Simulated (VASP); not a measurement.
# Na in VASP: notebook

Runs on Na. Level: PBEsol. Tasks: single point.

Everything below comes from runs of VASP 6.6.1. Logs are shortened: lines on timing, memory, paths and dates and some standing lists are left out, and cuts for length are marked.

**1. The cell of the first run**

Symmetry: Im-3m, No. 229, cubic system. The conventional cell has a = 4.318 Å, b = 4.318 Å, c = 4.318 Å, α = 90.00°, β = 90.00°, γ = 90.00°. Na (site symmetry m-3m) has 14 Na at 3.74 to 4.32 Å within 4.9 Å.

**2. Single point, PBEsol (volume scaled by 1.06)**

The input, INCAR:

```
PREC     = Accurate       # precision mode
ENCUT    = 520            # plane-wave cutoff, eV
EDIFF    = 1E-7           # SCF threshold, eV
ISMEAR   = -1             # smearing method
SIGMA    = 0.03           # smearing width, eV
LREAL    = F              # projectors in reciprocal space
LASPH    = T              # aspherical terms in the spheres
NELM     = 60             # most SCF steps
ALGO     = Normal         # electronic algorithm
ISIF     = 2              # what is computed and relaxed
LWAVE    = F              # write WAVECAR
LCHARG   = F              # write CHGCAR
GGA      = PS             # functional
NBANDS   = 10             # bands
```

The input, KPOINTS:

```
regular mesh
0
Gamma
  11 11 11
```

The input, POSCAR:

```
Na
1.0
   -2.1590301515      2.1590301515      2.1590301515
    2.1590301515     -2.1590301515      2.1590301515
    2.1590301515      2.1590301515     -2.1590301515
Na
1
Direct
    0.0000000000      0.0000000000      0.0000000000
```

Potentials or basis: VASP PAW PBE potentials, release 64 (Na_pv).

Run with:

```bash
> cat potpaw_PBE.64/Na_pv/POTCAR > POTCAR
> mpirun -np 1 vasp_std > vasp.out
```

OUTCAR:

```text
PREC = Accurate
   ENCUT = 520
   EDIFF = 1E-7
   ISMEAR = -1
   LREAL = F
   LASPH = T
   NELM = 60
   ISIF = 2
   GGA = PS

 ion  position               nearest neighbor table
   1  0.000  0.000  0.000-

  LATTYP: Found a body centered cubic cell.
 ALAT       =     4.3180603030

  Lattice vectors:

 A1 = (  -2.1590301515,   2.1590301515,   2.1590301515)
 A2 = (   2.1590301515,  -2.1590301515,   2.1590301515)
 A3 = (   2.1590301515,   2.1590301515,  -2.1590301515)

Analysis of symmetry for initial positions (statically):
=====================================================================
 Subroutine PRICEL returns:
 Original cell was already a primitive cell.

 Routine SETGRP: Setting up the symmetry group for a
 body centered cubic supercell.

 Subroutine GETGRP returns: Found 48 space group operations
 (whereof 48 operations were pure point group operations)
 out of a pool of 48 trial point group operations.

The static configuration has the point symmetry O_h .

Analysis of symmetry for dynamics (positions and initial velocities):
=====================================================================
 Subroutine PRICEL returns:
 Original cell was already a primitive cell.

 Routine SETGRP: Setting up the symmetry group for a
 body centered cubic supercell.

 Subroutine GETGRP returns: Found 48 space group operations
 (whereof 48 operations were pure point group operations)
 out of a pool of 48 trial point group operations.

The dynamic configuration has the point symmetry O_h .

 Subroutine INISYM returns: Found 48 space group operations
 (whereof 48 operations are pure point group operations),
 and found     1 'primitive' translations

----------------------------------------------------------------------------------------

                                     Primitive cell

  volume of cell :      40.2565

  direct lattice vectors                    reciprocal lattice vectors
    -2.159030152  2.159030152  2.159030152     0.000000000  0.231585464  0.231585464
     2.159030152 -2.159030152  2.159030152     0.231585464  0.000000000  0.231585464
     2.159030152  2.159030152 -2.159030152     0.231585464  0.231585464  0.000000000

  length of vectors
     3.739549917  3.739549917  3.739549917     0.327511304  0.327511304  0.327511304

  position of ions in fractional coordinates (direct lattice)
     0.000000000  0.000000000  0.000000000

[... 77 lines left out ...]
   EDIFFG = 0.1E-05   stopping-criterion for IOM
   NSW    =      0    number of steps for IOM
   IBRION =     -1    ionic relax: 0-MD 1-quasi-New 2-CG
   NFREE  =      0    steps in history (QN), initial steepest desc. (CG)
   ISIF   =      2    stress and relaxation
   ISYM   =      2    0-nonsym 1-usesym 2-fastsym
   POTIM  = 0.5000    time-step for ionic-motion
   TEBEG  =    0.0;   TEEND  =   0.0 temperature during run
   PSTRESS=    0.0 pullay stress
   NELECT =       7.0000    total number of electrons
   NUPDOWN=      -1.0000    fix difference up-down
   EMIN   =  10.00;   EMAX   =-10.00  energy-range for DOS
   EFERMI =   0.00;   METHOD = LEGACY
   ISMEAR =    -1;   SIGMA  =   0.03  broadening in eV -4-tet -1-fermi 0-gaus
   EFERMI_NEDOS =   21; number of points for ismear=-14 and -15
   IALGO  =     38    algorithm
   IMIX   =      4    mixing-type and parameters
     AMIX     =   0.40;   BMIX     =  1.00
     AMIX_MAG =   1.60;   BMIX_MAG =  1.00
  volume/ion in A,a.u.               =      40.26       271.66
  Fermi-wavevector in a.u.,A,eV,Ry     =   0.913753  1.726743 11.360110  0.834945
  Thomas-Fermi vector in A             =   2.038301
   LORBIT       =      0    0 simple, 1 ext, 2 COOP (PROOUT), +10 PAW based schemes
   GGA     = PS    functional components
   LHFCALC =     F    Hartree Fock is set to
   AEXX    =    0.0000 exact exchange contribution
   IVDW    =     0    specifies the selected vdW correction
   LEPSILON=     F    determine dielectric tensor
   LRPA    =     F    only Hartree local field effects (RPA)
 non-spin polarized calculation
  energy-cutoff  :      520.00
  volume of cell :       40.26
 maximum number of plane-waves:      1106
   NGX = 13   NGY = 13   NGZ = 13

 number of electron       6.9999998 magnetization

 Free energy of the ion-electron system (eV)
  ---------------------------------------------------
  ext. energy  EPLUGINS =         0.00000000
  ---------------------------------------------------
  free energy    TOTEN  =        -1.39354253 eV

  energy without entropy =       -1.39232382  energy(sigma->0) =       -1.39293318

 E-fermi :   0.0920     XC(G=0):  -6.2880

 val. band max:        0.0514651378   @ k =  -0.3636   0.4545   0.0909
 cond. band min:       0.1808007898   @ k =   0.1818   0.1818   0.1818
 fundamental gap:      0.1293356521
 Fermi energy:         0.0920144638

 k-point     1 :       0.0000    0.0000    0.0000
  band No.  band energies     occupation
      1     -24.7728      2.00000
      2     -24.7728      2.00000
      3     -24.7728      2.00000
      4      -3.0245      2.00000
      5      11.2901      0.00000
      6      11.2901      0.00000
      7      11.2901      0.00000
      8      12.2472      0.00000
      9      12.2472      0.00000
     10      12.7558      0.00000
[... 287 lines left out ...]
 k-point    24 :       0.3636    0.1818    0.0909
  band No.  band energies     occupation
      1     -24.7945      2.00000
      2     -24.7848      2.00000
      3     -24.7768      2.00000
      4       1.3967      0.00000
      5       1.8309      0.00000
      6       4.4529      0.00000
      7       6.1304      0.00000
      8      12.7489      0.00000
      9      14.0413      0.00000
     10      15.1541      0.00000

 [... further k-points ...]

------------------------ aborting loop because EDIFF is reached ----------------------------------------

  FORCE on cell =-STRESS in cart. coord.  units (eV):
  Direction    XX          YY          ZZ          XY          YZ          ZX
  --------------------------------------------------------------------------------------
  -------------------------------------------------------------------------------------
  Total       -0.1739723     -0.1739723     -0.1739723     -0.0000000      0.0000000      0.0000000
  in kB       -6.9239584     -6.9239584     -6.9239584     -0.0000000      0.0000000      0.0000000
  external PRESSURE =      -6.9239584 kB  Pullay stress =       0.0000000 kB

 VOLUME and BASIS-vectors are now :
 -----------------------------------------------------------------------------
  energy-cutoff  :      520.00
  volume of cell :       40.26
      direct lattice vectors                 reciprocal lattice vectors
    -2.159030152  2.159030152  2.159030152     0.000000000  0.231585464  0.231585464
     2.159030152 -2.159030152  2.159030152     0.231585464  0.000000000  0.231585464
     2.159030152  2.159030152 -2.159030152     0.231585464  0.231585464  0.000000000

 POSITION                                       TOTAL-FORCE (eV/Angst)
 -----------------------------------------------------------------------------------
      0.00000      0.00000      0.00000         0.000000     -0.000000     -0.000000
 -----------------------------------------------------------------------------------
    total drift:                                0.000000     -0.000000     -0.000000

  FREE ENERGIE OF THE ION-ELECTRON SYSTEM (eV)
  ---------------------------------------------------
  free  energy   TOTEN  =        -1.3935425303 eV

  energy  without entropy=       -1.3923238220  energy(sigma->0) =       -1.39293318
```

Wall time 15 s (1 thread of Intel Xeon Platinum 8259CL at 2.50GHz (Skylake/Cascade Lake), shared host); peak memory 0.15 GiB.

What came out:

* Free energy: -1.3935 eV
* Pressure: -0.7 GPa

Levels at points of the mesh, in eV from the Fermi level:
```csv
k point,band 1,band 2,band 3,band 4,band 5,band 6,band 7
"(0.00, 0.00, 0.00)",-24.86,-24.86,-24.86,-3.12,11.20,11.20,11.20
```

Caveat: the PAW data sets were made with another functional, which shifts forces and pressure a little.

**3. Single point, PBEsol (equal xx and yy strain of -2 %)**

Changes to INCAR since step 2:

```diff
@@ -7,3 +7,3 @@
 LASPH    = T              # aspherical terms in the spheres
-NELM     = 60             # most SCF steps
+NELM     = 80             # most SCF steps
 ALGO     = Normal         # electronic algorithm
```

KPOINTS is that of step 2.

The input, POSCAR:

```
Na
1.0
   -2.0751500000      2.0751500000      2.1175000000
    2.0751500000     -2.0751500000      2.1175000000
    2.0751500000      2.0751500000     -2.1175000000
Na
1
Direct
    0.0000000000      0.0000000000      0.0000000000
```

Potentials or basis: VASP PAW PBE potentials, release 64 (Na_pv).

Run with:

```bash
> cat potpaw_PBE.64/Na_pv/POTCAR > POTCAR
> mpirun -np 1 vasp_std > vasp.out
```

Run time: 24 s. Hardware: 1 thread of Intel Xeon 6975P-C, shared host; peak memory 0.17 GiB.

Results (log left out):

```
Free energy : -1.4026 eV
Pressure    : -0.1 GPa
```

Stress tensor (GPa, compression positive):
```
-0.02  0.00  0.00
 0.00 -0.02  0.00
 0.00  0.00 -0.12
```

Levels at points of the mesh, in eV from the Fermi level:
| k point | band 1 | band 2 | band 3 | band 4 | band 5 | band 6 | band 7 | band 8 | band 9 |
| --- | --- | --- | --- | --- | --- | --- | --- | --- | --- |
| (0.00, 0.00, 0.00) | -24.79 | -24.79 | -24.79 | -3.33 | 11.72 | 11.72 | 12.02 | 12.68 | 12.98 |

Caveat: the cell differs from its parent crystal (equal xx and yy strain of -2 %); the PAW data sets were made with another functional, which shifts forces and pressure a little.
